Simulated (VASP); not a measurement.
# Pt (Fm-3m) in VASP: single point with PBE

Aim: the single point of Pt with PBE.

Program: VASP 6.6.1. These are calculated values, not measurements. Logs are shortened: lines on timing, memory, paths and dates and some standing lists are left out, and cuts for length are marked.

## 1. The cell of the first run

The structure is cubic, space group Fm-3m (No. 225). Conventional cell: a = 3.922 Å, b = 3.922 Å, c = 3.922 Å, α = 90.00°, β = 90.00°, γ = 90.00°. Pt (site symmetry m-3m) has 12 Pt at 2.77 Å within 3.7 Å.

## 2. Single point, PBE, non-collinear spin, zero start, spin-orbit coupling

File INCAR:

```
ALGO = Normal ; EDIFF = 1E-6
ENCUT = 500 ; GGA = PE
GGA_COMPAT = F ; ISIF = 2
ISMEAR = 0 ; LASPH = T
LCHARG = F ; LMAXMIX = 4
LORBIT = 11 ; LORBMOM = T
LREAL = F ; LSORBIT = T
LWAVE = F ; MAGMOM = 0 0 0
NBANDS = 21 ; NELM = 200
PREC = Accurate ; SIGMA = 0.05
```

File KPOINTS:

```
k-points
0
Gamma
  18 18 18
```

File POSCAR:

```
Pt
1.0
    0.0000000000      1.9609000000      1.9609000000
    1.9609000000      0.0000000000      1.9609000000
    1.9609000000      1.9609000000      0.0000000000
Pt
1
Direct
    0.0000000000      0.0000000000      0.0000000000
```

Potentials or basis: VASP PAW PBE potentials, release 64 (Pt).

The run is started by

```console
$ cat potpaw_PBE.64/Pt/POTCAR > POTCAR
$ mpirun -np 1 vasp_ncl > vasp.out
```

OUTCAR:

```text
EDIFF = 1E-6
   ENCUT = 500
   GGA = PE
   ISIF = 2
   ISMEAR = 0
   LASPH = T
   LORBIT = 11
   LREAL = F
   LSORBIT = T
   NELM = 200
   PREC = Accurate

 ion  position               nearest neighbor table
   1  0.000  0.000  0.000-

  LATTYP: Found a face centered cubic cell.
 ALAT       =     3.9218000000

  Lattice vectors:

 A1 = (   0.0000000000,   1.9609000000,   1.9609000000)
 A2 = (   1.9609000000,   0.0000000000,   1.9609000000)
 A3 = (   1.9609000000,   1.9609000000,   0.0000000000)

Analysis of symmetry for initial positions (statically):
=====================================================================
 Subroutine PRICEL returns:
 Original cell was already a primitive cell.

 Routine SETGRP: Setting up the symmetry group for a
 face centered cubic supercell.

 Subroutine GETGRP returns: Found 48 space group operations
 (whereof 48 operations were pure point group operations)
 out of a pool of 48 trial point group operations.

The static configuration has the point symmetry O_h .

Analysis of symmetry for dynamics (positions and initial velocities):
=====================================================================
 Subroutine PRICEL returns:
 Original cell was already a primitive cell.

 Routine SETGRP: Setting up the symmetry group for a
 face centered cubic supercell.

 Subroutine GETGRP returns: Found 48 space group operations
 (whereof 48 operations were pure point group operations)
 out of a pool of 48 trial point group operations.

The dynamic configuration has the point symmetry O_h .

Analysis of structural, dynamic, and magnetic symmetry:
=====================================================================
 Subroutine PRICEL returns:
 Original cell was already a primitive cell.

 Routine SETGRP: Setting up the symmetry group for a
 face centered cubic supercell.

 Subroutine GETGRP returns: Found 48 space group operations
 (whereof 48 operations were pure point group operations)
 out of a pool of 48 trial point group operations.

The overall configuration has the point symmetry O_h .

 Subroutine INISYM returns: Found 48 space group operations
 (whereof 48 operations are pure point group operations),
 and found     1 'primitive' translations

----------------------------------------------------------------------------------------

                                     Primitive cell

  volume of cell :      15.0798

  direct lattice vectors                    reciprocal lattice vectors
     0.000000000  1.960900000  1.960900000    -0.254984956  0.254984956  0.254984956
     1.960900000  0.000000000  1.960900000     0.254984956 -0.254984956  0.254984956
     1.960900000  1.960900000  0.000000000     0.254984956  0.254984956 -0.254984956

  length of vectors
     2.773131374  2.773131374  2.773131374     0.441646899  0.441646899  0.441646899

  position of ions in fractional coordinates (direct lattice)
     0.000000000  0.000000000  0.000000000

  ion indices of the primitive-cell ions
   primitive index   ion index
                 1           1

----------------------------------------------------------------------------------------

 KPOINTS: k-points

Automatic generation of k-mesh.
 Grid dimensions read from file:
 generate k-points for:   18   18   18

 Generating k-lattice:

  Cartesian coordinates                     Fractional coordinates (reciprocal lattice)
    -0.014165831  0.014165831  0.014165831     0.055555556  0.000000000  0.000000000
     0.014165831 -0.014165831  0.014165831     0.000000000  0.055555556  0.000000000
     0.014165831  0.014165831 -0.014165831     0.000000000  0.000000000  0.055555556

  Length of vectors
[... 48 lines left out ...]
   ICHARG =      2    charge: 1-file 2-atom 10-const
   ISPIN  =      1    spin polarized calculation?
   LNONCOLLINEAR =      T non collinear calculations
   LSORBIT =      T    spin-orbit coupling
   LASPH  =      T    aspherical Exc in radial PAW
   ENCUT  =  500.0 eV  36.75 Ry    6.06 a.u.   5.06  5.06  5.06*2*pi/ulx,y,z
   NELM   =    200;   NELMIN=  2; NELMDL= -5     # of ELM steps
   EDIFF  = 0.1E-05   stopping-criterion for ELM
   LREAL  =      F    real-space projection
   EDIFFG = 0.1E-04   stopping-criterion for IOM
   NSW    =      0    number of steps for IOM
   IBRION =     -1    ionic relax: 0-MD 1-quasi-New 2-CG
   NFREE  =      0    steps in history (QN), initial steepest desc. (CG)
   ISIF   =      2    stress and relaxation
   ISYM   =      2    0-nonsym 1-usesym 2-fastsym
   POTIM  = 0.5000    time-step for ionic-motion
   TEBEG  =    0.0;   TEEND  =   0.0 temperature during run
   PSTRESS=    0.0 pullay stress
   NELECT =      10.0000    total number of electrons
   NUPDOWN=      -1.0000    fix difference up-down
   EMIN   =  10.00;   EMAX   =-10.00  energy-range for DOS
   EFERMI =   0.00;   METHOD = LEGACY
   ISMEAR =     0;   SIGMA  =   0.05  broadening in eV -4-tet -1-fermi 0-gaus
   EFERMI_NEDOS =   21; number of points for ismear=-14 and -15
   IALGO  =     38    algorithm
   IMIX   =      4    mixing-type and parameters
     AMIX     =   0.40;   BMIX     =  1.00
     AMIX_MAG =   1.60;   BMIX_MAG =  1.00
  volume/ion in A,a.u.               =      15.08       101.76
  Fermi-wavevector in a.u.,A,eV,Ry     =   1.427609  2.697791 27.729605  2.038068
  Thomas-Fermi vector in A             =   2.547760
   LORBIT       =     11    0 simple, 1 ext, 2 COOP (PROOUT), +10 PAW based schemes
   GGA     = PE    functional components
   LHFCALC =     F    Hartree Fock is set to
   AEXX    =    0.0000 exact exchange contribution
   IVDW    =     0    specifies the selected vdW correction
   LEPSILON=     F    determine dielectric tensor
   LRPA    =     F    only Hartree local field effects (RPA)
 Gauss-broadening in eV      SIGMA  =   0.05
  energy-cutoff  :      500.00
  volume of cell :       15.08
 maximum number of plane-waves:       784
   NGX = 11   NGY = 11   NGZ = 11

 number of electron      10.0000000 magnetization       0.0000000      0.0000000      0.0000000

 number of electron      10.0000001 magnetization      -0.0000000     -0.0000000      0.0000000

 number of electron      10.0000001 magnetization       0.0000000      0.0000000     -0.0000000

 Free energy of the ion-electron system (eV)
  ---------------------------------------------------
  ext. energy  EPLUGINS =         0.00000000
  ---------------------------------------------------
  free energy    TOTEN  =        -6.47712431 eV

  energy without entropy =       -6.47510128  energy(sigma->0) =       -6.47611280

 E-fermi :  11.3341     XC(G=0): -13.4945

 val. band max:       11.3306311680   @ k =  -0.3333   0.3889   0.1111
 cond. band min:      11.3410799114   @ k =   0.5000   0.1111   0.0000
 fundamental gap:      0.0104487433
 Fermi energy:        11.3340654471

 k-point     1 :       0.0000    0.0000    0.0000
  band No.  band energies     occupation
      1       1.0512      1.00000
      2       1.0512      1.00000
      3       7.0218      1.00000
      4       7.0218      1.00000
      5       7.0218      1.00000
      6       7.0218      1.00000
[... 565 lines left out ...]
     20      33.7815      0.00000
     21      35.0056      0.00000

 [... further k-points ...]

------------------------ aborting loop because EDIFF is reached ----------------------------------------

  FORCE on cell =-STRESS in cart. coord.  units (eV):
  Direction    XX          YY          ZZ          XY          YZ          ZX
  --------------------------------------------------------------------------------------
  -------------------------------------------------------------------------------------
  Total        0.9679108      0.9679108      0.9679108     -0.0000000     -0.0000000      0.0000000
  in kB      102.8370424    102.8370424    102.8370424     -0.0000000     -0.0000000      0.0000000
  external PRESSURE =     102.8370424 kB  Pullay stress =       0.0000000 kB

 VOLUME and BASIS-vectors are now :
 -----------------------------------------------------------------------------
  energy-cutoff  :      500.00
  volume of cell :       15.08
      direct lattice vectors                 reciprocal lattice vectors
     0.000000000  1.960900000  1.960900000    -0.254984956  0.254984956  0.254984956
     1.960900000  0.000000000  1.960900000     0.254984956 -0.254984956  0.254984956
     1.960900000  1.960900000  0.000000000     0.254984956  0.254984956 -0.254984956

 POSITION                                       TOTAL-FORCE (eV/Angst)
 -----------------------------------------------------------------------------------
      0.00000      0.00000      0.00000         0.000000      0.000000      0.000000
 -----------------------------------------------------------------------------------
    total drift:                                0.000000     -0.000000      0.000000

  FREE ENERGIE OF THE ION-ELECTRON SYSTEM (eV)
  ---------------------------------------------------
  free  energy   TOTEN  =        -6.4771243115 eV

  energy  without entropy=       -6.4751012807  energy(sigma->0) =       -6.47611280

 orbital moment (x)

 # of ion     p       d       tot
 ----------------------------------------
  1         0.000   0.000   0.000
 ----------------------------------------
            0.000   0.000   0.000

 orbital moment (y)

 # of ion     p       d       tot
 ----------------------------------------
  1         0.000  -0.000  -0.000
 ----------------------------------------
            0.000  -0.000  -0.000

 orbital moment (z)

 # of ion     p       d       tot
 ----------------------------------------
  1         0.000   0.000   0.000
 ----------------------------------------
            0.000   0.000   0.000

 Spin-Orbit-Coupling matrix elements

 Ion:    1  E_soc:     -0.7866435
 l=   1
     0.0000000    -0.0334647    -0.0334647
    -0.0334647     0.0000000    -0.0334647
    -0.0334647    -0.0334647     0.0000000
 l=   2
     0.0000000    -0.0170625     0.0000000    -0.0170625    -0.0805800
    -0.0170625     0.0000000    -0.0604350    -0.0170625    -0.0201450
     0.0000000    -0.0604350     0.0000000    -0.0604350     0.0000000
    -0.0170625    -0.0170625    -0.0604350     0.0000000    -0.0201450
    -0.0805800    -0.0201450     0.0000000    -0.0201450     0.0000000
 l=   3
     0.0000000     0.0000000     0.0000000     0.0000000     0.0000000     0.0000000     0.0000000
     0.0000000     0.0000000     0.0000000     0.0000000     0.0000000     0.0000000     0.0000000
     0.0000000     0.0000000     0.0000000     0.0000000     0.0000000     0.0000000     0.0000000
     0.0000000     0.0000000     0.0000000     0.0000000     0.0000000     0.0000000     0.0000000
     0.0000000     0.0000000     0.0000000     0.0000000     0.0000000     0.0000000     0.0000000
     0.0000000     0.0000000     0.0000000     0.0000000     0.0000000     0.0000000     0.0000000
     0.0000000     0.0000000     0.0000000     0.0000000     0.0000000     0.0000000     0.0000000

 total charge

# of ion       s       p       d       tot
------------------------------------------
    1        0.641   0.631   8.028   9.301

 magnetization (x)

# of ion       s       p       d       tot
------------------------------------------
    1        0.000  -0.000   0.000  -0.000

 magnetization (y)

# of ion       s       p       d       tot
------------------------------------------
    1        0.000  -0.000   0.000  -0.000

 magnetization (z)

# of ion       s       p       d       tot
------------------------------------------
    1       -0.000  -0.000   0.000  -0.000
```

It took 2.4 min on 1 thread of Intel Xeon 8259CL, shared host; peak memory 0.22 GiB.

Results:

```
Free energy                                           : -6.4771 eV
Pressure                                              : 10.3 GPa
Net moment                                            : 0.00 μB per cell
Valence electrons inside the program's atomic spheres : Pt 9.30
```

Moments on the atoms (μB; x, y, z):
```
Pt  0.00 0.00 0.00
```
